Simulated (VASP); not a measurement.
# ZnGa2O2 (P4/mmm) in VASP: a series of runs

The runs below take ZnGa2O2 through single point, relaxation of cell and atoms, with PBE.

Everything below comes from runs of VASP 6.6.1. Logs are shortened: lines on timing, memory, paths and dates and some standing lists are left out, and cuts for length are marked.

**1. The cell of the first run**

It takes space group P4/mmm (No. 123, tetragonal). The conventional cell has a = 3.633 Å, b = 3.633 Å, c = 4.954 Å, α = 90.00°, β = 90.00°, γ = 90.00°. Within 3.8 Å of Zn (site symmetry 4/mmm) lie 8 Ga at 2.87 Å and 8 O at 3.07 Å and 4 Zn at 3.63 Å. Ga (site symmetry 4mm) has 4 O at 2.17 Å and 2 Ga at 2.39 to 2.56 Å and 4 Zn at 2.87 Å within 2.9 Å. O (site symmetry mmm) has 4 Ga at 2.17 Å and 4 O at 2.57 Å within 2.9 Å.

The cell was built from a structure type or drawn by symmetry, and may not be a known phase.

**2. Single point, PBE**

INCAR reads:

```
  PREC = Accurate
  ENCUT = 520
  EDIFF = 1E-7
  ISMEAR = 0
  SIGMA = 0.1
  LREAL = F
  LASPH = T
  NELM = 60
  ALGO = Normal
  ISIF = 2
  LWAVE = F
  LCHARG = F
  GGA = PE
  NBANDS = 33
```

KPOINTS reads:

```
regular mesh
0
Gamma
  6 6 4
```

POSCAR reads:

```
ZnGa2O2
1.0
    3.6331148062      0.0000000000      0.0000000000
    0.0000000000      3.6331148062      0.0000000000
    0.0000000000      0.0000000000      4.9544994050
Zn Ga O
1 2 2
Direct
    0.0000000000      0.0000000000      0.0000000000
    0.5000000000      0.5000000000      0.7413348764
    0.5000000000      0.5000000000      0.2586651236
    0.5000000000      0.0000000000      0.5000000000
    0.0000000000      0.5000000000      0.5000000000
```

Potentials or basis: VASP PAW PBE potentials, release 64 (Zn, Ga_d, O).

The run is started by

```sh
$ cat potpaw_PBE.64/Zn/POTCAR potpaw_PBE.64/Ga_d/POTCAR potpaw_PBE.64/O/POTCAR > POTCAR
$ mpirun -np 1 vasp_std > vasp.out
```

OUTCAR:

```text
PREC = Accurate
   ENCUT = 520
   EDIFF = 1E-7
   ISMEAR = 0
   LREAL = F
   LASPH = T
   NELM = 60
   ISIF = 2
   GGA = PE

 ion  position               nearest neighbor table
   1  0.000  0.000  0.000-   2 2.87   3 2.87   2 2.87   3 2.87   2 2.87   3 2.87   2 2.87   3 2.87

   2  0.500  0.500  0.741-   4 2.17   5 2.17   4 2.17   5 2.17   3 2.39   3 2.56   1 2.87   1 2.87
                             1 2.87   1 2.87
   3  0.500  0.500  0.259-   4 2.17   5 2.17   4 2.17   5 2.17   2 2.39   2 2.56   1 2.87   1 2.87
                             1 2.87   1 2.87
   4  0.500  0.000  0.500-   2 2.17   3 2.17   2 2.17   3 2.17
   5  0.000  0.500  0.500-   2 2.17   3 2.17   2 2.17   3 2.17

  LATTYP: Found a simple tetragonal cell.
 ALAT       =     3.6331148062
 C/A-ratio  =     1.3637057096

  Lattice vectors:

 A1 = (   3.6331148062,   0.0000000000,   0.0000000000)
 A2 = (   0.0000000000,   3.6331148062,   0.0000000000)
 A3 = (   0.0000000000,   0.0000000000,   4.9544994050)

Analysis of symmetry for initial positions (statically):
=====================================================================
 Subroutine PRICEL returns:
 Original cell was already a primitive cell.

 Routine SETGRP: Setting up the symmetry group for a
 simple tetragonal supercell.

 Subroutine GETGRP returns: Found 16 space group operations
 (whereof 16 operations were pure point group operations)
 out of a pool of 16 trial point group operations.

The static configuration has the point symmetry D_4h.

Analysis of symmetry for dynamics (positions and initial velocities):
=====================================================================
 Subroutine PRICEL returns:
 Original cell was already a primitive cell.

 Routine SETGRP: Setting up the symmetry group for a
 simple tetragonal supercell.

 Subroutine GETGRP returns: Found 16 space group operations
 (whereof 16 operations were pure point group operations)
 out of a pool of 16 trial point group operations.

The dynamic configuration has the point symmetry D_4h.

 Subroutine INISYM returns: Found 16 space group operations
 (whereof 16 operations are pure point group operations),
 and found     1 'primitive' translations

----------------------------------------------------------------------------------------

                                     Primitive cell

  volume of cell :      65.3970

  direct lattice vectors                    reciprocal lattice vectors
     3.633114806  0.000000000  0.000000000     0.275245912  0.000000000  0.000000000
     0.000000000  3.633114806  0.000000000     0.000000000  0.275245912  0.000000000
     0.000000000  0.000000000  4.954499405     0.000000000  0.000000000  0.201836738

  length of vectors
     3.633114806  3.633114806  4.954499405     0.275245912  0.275245912  0.201836738

  position of ions in fractional coordinates (direct lattice)
     0.000000000  0.000000000  0.000000000
     0.500000000  0.500000000  0.741334876
     0.500000000  0.500000000  0.258665124
     0.500000000  0.000000000  0.500000000
     0.000000000  0.500000000  0.500000000

  ion indices of the primitive-cell ions
   primitive index   ion index
                 1           1
                 2           2
                 3           3
                 4           4
                 5           5

----------------------------------------------------------------------------------------

 KPOINTS: regular mesh

Automatic generation of k-mesh.
 Grid dimensions read from file:
 generate k-points for:    6    6    4

 Generating k-lattice:

  Cartesian coordinates                     Fractional coordinates (reciprocal lattice)
     0.045874319  0.000000000  0.000000000     0.166666667  0.000000000  0.000000000
     0.000000000  0.045874319  0.000000000     0.000000000  0.166666667  0.000000000
     0.000000000  0.000000000  0.050459185     0.000000000  0.000000000  0.250000000

  Length of vectors
     0.045874319  0.045874319  0.050459185

  Shift w.r.t. Gamma in fractional coordinates (k-lattice)
     0.000000000  0.000000000  0.000000000

 Subroutine IBZKPT returns following result:
 ===========================================

 Found     30 irreducible k-points:

 Following reciprocal coordinates:
            Coordinates               Weight
  0.000000  0.000000  0.000000      1.000000
  0.166667  0.000000  0.000000      4.000000
  0.333333  0.000000  0.000000      4.000000
  0.500000  0.000000  0.000000      2.000000
  0.166667  0.166667  0.000000      4.000000
  0.333333  0.166667  0.000000      8.000000
[... 16 lines left out ...]
  0.333333  0.000000  0.500000      4.000000
  0.500000  0.000000  0.500000      2.000000
 [... further k-points ...]
   k-points           NKPTS =     30   k-points in BZ     NKDIM =     30   number of bands    NBANDS=     33
   number of dos      NEDOS =    301   number of ions     NIONS =      5
   total plane-waves  NPLWV =  31360
   dimension x,y,z NGX =    28 NGY =   28 NGZ =   40
   dimension x,y,z NGXF=    56 NGYF=   56 NGZF=   80
   ions per type =               1   2   2
   NGX,Y,Z   is equivalent  to a cutoff of  12.81, 12.81, 13.42 a.u.
   NGXF,Y,Z  is equivalent  to a cutoff of  25.62, 25.62, 26.84 a.u.
 SYSTEM =  unknown system
   PREC   = accura    normal or accurate (medium, high low for compatibility)
   ISTART =      0    job   : 0-new  1-cont  2-samecut
   ICHARG =      2    charge: 1-file 2-atom 10-const
   ISPIN  =      1    spin polarized calculation?
   LNONCOLLINEAR =      F non collinear calculations
   LSORBIT =      F    spin-orbit coupling
   LASPH  =      T    aspherical Exc in radial PAW
   ENCUT  =  520.0 eV  38.22 Ry    6.18 a.u.   6.76  6.76  9.21*2*pi/ulx,y,z
   NELM   =     60;   NELMIN=  2; NELMDL= -5     # of ELM steps
   EDIFF  = 0.1E-06   stopping-criterion for ELM
   LREAL  =      F    real-space projection
   EDIFFG = 0.1E-05   stopping-criterion for IOM
   NSW    =      0    number of steps for IOM
   IBRION =     -1    ionic relax: 0-MD 1-quasi-New 2-CG
   NFREE  =      0    steps in history (QN), initial steepest desc. (CG)
   ISIF   =      2    stress and relaxation
   ISYM   =      2    0-nonsym 1-usesym 2-fastsym
   POTIM  = 0.5000    time-step for ionic-motion
   TEBEG  =    0.0;   TEEND  =   0.0 temperature during run
   PSTRESS=    0.0 pullay stress
   NELECT =      50.0000    total number of electrons
   NUPDOWN=      -1.0000    fix difference up-down
   EMIN   =  10.00;   EMAX   =-10.00  energy-range for DOS
   EFERMI =   0.00;   METHOD = LEGACY
   ISMEAR =     0;   SIGMA  =   0.10  broadening in eV -4-tet -1-fermi 0-gaus
   EFERMI_NEDOS =   21; number of points for ismear=-14 and -15
   IALGO  =     38    algorithm
   IMIX   =      4    mixing-type and parameters
     AMIX     =   0.40;   BMIX     =  1.00
     AMIX_MAG =   1.60;   BMIX_MAG =  1.00
  volume/ion in A,a.u.               =      13.08        88.26
  Fermi-wavevector in a.u.,A,eV,Ry     =   1.496967  2.828857 30.489425  2.240909
  Thomas-Fermi vector in A             =   2.608915
   LORBIT       =      0    0 simple, 1 ext, 2 COOP (PROOUT), +10 PAW based schemes
   GGA     = PE    functional components
   LHFCALC =     F    Hartree Fock is set to
   AEXX    =    0.0000 exact exchange contribution
   IVDW    =     0    specifies the selected vdW correction
   LEPSILON=     F    determine dielectric tensor
   LRPA    =     F    only Hartree local field effects (RPA)
 non-spin polarized calculation
 Gauss-broadening in eV      SIGMA  =   0.10
  energy-cutoff  :      520.00
  volume of cell :       65.40
 maximum number of plane-waves:      1803
 NGX is ok and might be reduce to    28
   NGX = 13   NGY = 13   NGZ = 19

 number of electron      49.9999983 magnetization

 Free energy of the ion-electron system (eV)
  ---------------------------------------------------
  ext. energy  EPLUGINS =         0.00000000
  ---------------------------------------------------
  free energy    TOTEN  =       -18.30992606 eV

  energy without entropy =      -18.30289801  energy(sigma->0) =      -18.30641203

 E-fermi :   4.5842     XC(G=0): -11.3856

 val. band max:        4.5841531104   @ k =   0.5000   0.3333   0.2500
 cond. band min:       4.6853066605   @ k =   0.5000   0.5000   0.5000
 fundamental gap:      0.1011535500
 Fermi energy:         4.5841615219

 k-point     1 :       0.0000    0.0000    0.0000
  band No.  band energies     occupation
      1     -14.5374      2.00000
      2     -12.6497      2.00000
      3     -11.2059      2.00000
      4     -10.9686      2.00000
      5     -10.9686      2.00000
      6     -10.6992      2.00000
[... 25 lines left out ...]
     32      11.7698      0.00000
     33      13.1077      0.00000

 k-point     2 :       0.1667    0.0000    0.0000
  band No.  band energies     occupation
      1     -14.4041      2.00000
      2     -12.7637      2.00000
      3     -11.2103      2.00000
      4     -10.9673      2.00000
      5     -10.9177      2.00000
      6     -10.6867      2.00000
[... 25 lines left out ...]
     32      13.5238      0.00000
     33      14.8996      0.00000

 k-point     3 :       0.3333    0.0000    0.0000
  band No.  band energies     occupation
      1     -14.0434      2.00000
      2     -13.0864      2.00000
      3     -11.2152      2.00000
      4     -10.9648      2.00000
      5     -10.7640      2.00000
      6     -10.6736      2.00000
[... 25 lines left out ...]
     32      12.9120      0.00000
     33      13.8240      0.00000

 k-point     4 :       0.5000    0.0000    0.0000
  band No.  band energies     occupation
      1     -13.6127      2.00000
      2     -13.4977      2.00000
      3     -11.2164      2.00000
      4     -10.9634      2.00000
      5     -10.6796      2.00000
      6     -10.6533      2.00000
[... 673 lines left out ...]
     32      13.8106      0.00000
     33      14.2369      0.00000

 k-point    23 :       0.3333    0.0000    0.5000
  band No.  band energies     occupation
      1     -14.0129      2.00000
      2     -13.0750      2.00000
      3     -10.8993      2.00000
      4     -10.8289      2.00000
      5     -10.7215      2.00000
      6     -10.6870      2.00000
[... 25 lines left out ...]
     32      12.9845      0.00000
     33      13.9370      0.00000

 k-point    24 :       0.5000    0.0000    0.5000
  band No.  band energies     occupation
      1     -13.5848      2.00000
      2     -13.4896      2.00000
      3     -10.8991      2.00000
      4     -10.8270      2.00000
      5     -10.7202      2.00000
      6     -10.6962      2.00000
[... 25 lines left out ...]
     32      13.3327      0.00000
     33      13.6289      0.00000

 [... further k-points ...]

------------------------ aborting loop because EDIFF is reached ----------------------------------------

  FORCE on cell =-STRESS in cart. coord.  units (eV):
  Direction    XX          YY          ZZ          XY          YZ          ZX
  --------------------------------------------------------------------------------------
  -------------------------------------------------------------------------------------
  Total        0.0987444      0.0987444      0.1443520      0.0000000      0.0000000      0.0000000
  in kB        2.4191624      2.4191624      3.5365137      0.0000000      0.0000000      0.0000000
  external PRESSURE =       2.7916128 kB  Pullay stress =       0.0000000 kB

 VOLUME and BASIS-vectors are now :
 -----------------------------------------------------------------------------
  energy-cutoff  :      520.00
  volume of cell :       65.40
      direct lattice vectors                 reciprocal lattice vectors
     3.633114806  0.000000000  0.000000000     0.275245912  0.000000000  0.000000000
     0.000000000  3.633114806  0.000000000     0.000000000  0.275245912  0.000000000
     0.000000000  0.000000000  4.954499405     0.000000000  0.000000000  0.201836738

 POSITION                                       TOTAL-FORCE (eV/Angst)
 -----------------------------------------------------------------------------------
      0.00000      0.00000      0.00000        -0.000000     -0.000000      0.000000
      1.81656      1.81656      3.67294        -0.000000      0.000000      0.096049
      1.81656      1.81656      1.28156         0.000000     -0.000000     -0.096049
      1.81656      0.00000      2.47725        -0.000000     -0.000000      0.000000
      0.00000      1.81656      2.47725        -0.000000     -0.000000      0.000000
 -----------------------------------------------------------------------------------
    total drift:                                0.000000      0.000000      0.000000

  FREE ENERGIE OF THE ION-ELECTRON SYSTEM (eV)
  ---------------------------------------------------
  free  energy   TOTEN  =       -18.3099260582 eV

  energy  without entropy=      -18.3028980095  energy(sigma->0) =      -18.30641203
```

It took 1.9 min on 1 thread of Intel Xeon 8259CL, shared host; peak memory 0.21 GiB.

What came out:

```
Free energy            : -18.3099 eV
Pressure               : 0.3 GPa
Largest force          : 0.096 eV/Å
Band gap on the k mesh : zero (bands 25 and 26 overlap by 0.93 eV)
```

Forces in eV/Å, atoms in the order of the input:
```
Zn   0.000  0.000  0.000
Ga   0.000  0.000  0.096
Ga   0.000  0.000 -0.096
O    0.000  0.000  0.000
O    0.000  0.000  0.000
```

Stress tensor (GPa, compression positive):
```
0.24 0.00 0.00
0.00 0.24 0.00
0.00 0.00 0.35
```

**3. Relaxation of cell and atoms, PBE**

This run uses another cell than the first one, of 13.53 Å³/atom.

INCAR reads:

```
SYSTEM = ZnGa2O2
  PREC = Accurate
  ENCUT = 600
  EDIFF = 1E-6
  ISMEAR = 0
  SIGMA = 0.1
  LREAL = .False.
  LASPH = .True.
  NELM = 60
  ALGO = Normal
  ISIF = 3
  LWAVE = .False.
  LCHARG = .False.
  GGA = PE
  IBRION = 2
  NSW = 90
  EDIFFG = -0.04
```

KPOINTS reads:

```
Automatic mesh
0
Gamma
  6 6 4
  0 0 0
```

POSCAR reads:

```
ZnGa2O2
1.0
    3.7124003500      0.0000000000      0.0000000000
    0.0000000000      3.7124003500      0.0000000000
    0.0000000000      0.0000000000      4.9079759500
Zn Ga O
1 2 2
Direct
    0.0000000000      0.0000000000      0.0000000000
    0.5000000000      0.5000000000      0.7247068300
    0.5000000000      0.5000000000      0.2752931700
    0.5000000000      0.0000000000      0.5000000000
    0.0000000000      0.5000000000      0.5000000000
```

Potentials or basis: VASP PAW PBE potentials, release 64 (Zn, Ga_d, O).

The run is started by

```sh
$ cat potpaw_PBE.64/Zn/POTCAR potpaw_PBE.64/Ga_d/POTCAR potpaw_PBE.64/O/POTCAR > POTCAR
$ mpirun -np 1 vasp_std > vasp.out
```

Run time: 8 min. Hardware: 1 thread of Intel Xeon 8259CL, shared host; peak memory 0.24 GiB.

It converged, with:

```yaml
Free_energy: -18.3167 eV
Relaxed_volume: 13.08 Å³/atom
Relaxed_cell: a = 3.633 Å, b = 3.633 Å, c = 4.954 Å, α = 90.00°, β = 90.00°, γ = 90.00°
Space_group_after_relaxing_to_0.1_Å: P4/mmm (No. 123)
Energy_gained_by_relaxing: 55.5 meV/atom
Ionic_steps: 7
Pressure_after_relaxing: 0.0 GPa
Largest_force_after_relaxing: 0.004 eV/Å
Band_gap_on_the_k_mesh: zero (bands 25 and 26 overlap by 0.92 eV)
```

Forces in eV/Å, atoms in the order of the input:
```
Zn   0.000  0.000  0.000
Ga   0.000  0.000  0.004
Ga   0.000  0.000 -0.004
O    0.000  0.000  0.000
O    0.000  0.000  0.000
```

Stress tensor (GPa, compression positive):
```
 0.06  0.00  0.00
 0.00  0.06  0.00
 0.00  0.00 -0.06
```

Step by step:
```csv
step,energy change (eV),largest force (eV/Å),pressure (GPa),volume (Å³)
1,0.0000,2.8367,1.65,67.64
2,-0.0976,1.6513,-5.66,68.96
3,-0.2416,0.0387,-3.58,68.36
4,-0.2764,0.1249,-0.65,65.75
5,-0.2767,0.1386,-0.28,65.49
6,-0.2773,0.0904,0.24,65.34
7,-0.2775,0.0042,0.02,65.39
```

Final structure:
```
CELL_PARAMETERS angstrom
3.63306 0.00000 0.00000
0.00000 3.63306 0.00000
0.00000 0.00000 4.95436
ATOMIC_POSITIONS crystal
Zn 0.00000 0.00000 0.00000
Ga 0.50000 0.50000 0.74194
Ga 0.50000 0.50000 0.25806
O 0.50000 0.00000 0.50000
O 0.00000 0.50000 0.50000
```

Levels at points of the mesh, in eV from the Fermi level:
```tsv
k point	band 21	band 22	band 23	band 24	band 25	band 26	band 27	band 28	band 29	band 30
(0.00, 0.00, 0.00)	-5.08	-2.36	-0.90	-0.90	-0.09	2.55	3.23	3.34	3.34	6.46
(0.50, 0.00, 0.00)	-4.50	-4.48	-4.27	-1.95	-1.54	2.13	4.13	4.50	5.89	6.52
(0.50, 0.50, 0.00)	-3.90	-3.07	-1.44	-1.44	-1.37	-0.42	-0.39	0.11	4.28	6.89
(0.00, 0.00, 0.50)	-2.83	-2.53	-2.39	-0.88	-0.88	1.93	1.93	2.65	2.80	8.08
(0.50, 0.00, 0.50)	-4.21	-2.67	-2.05	-1.87	-1.11	1.58	2.87	4.46	6.08	6.11
(0.50, 0.50, 0.50)	-4.54	-4.39	-1.50	-1.37	0.11	0.94	0.94	3.20	4.70	4.70
```
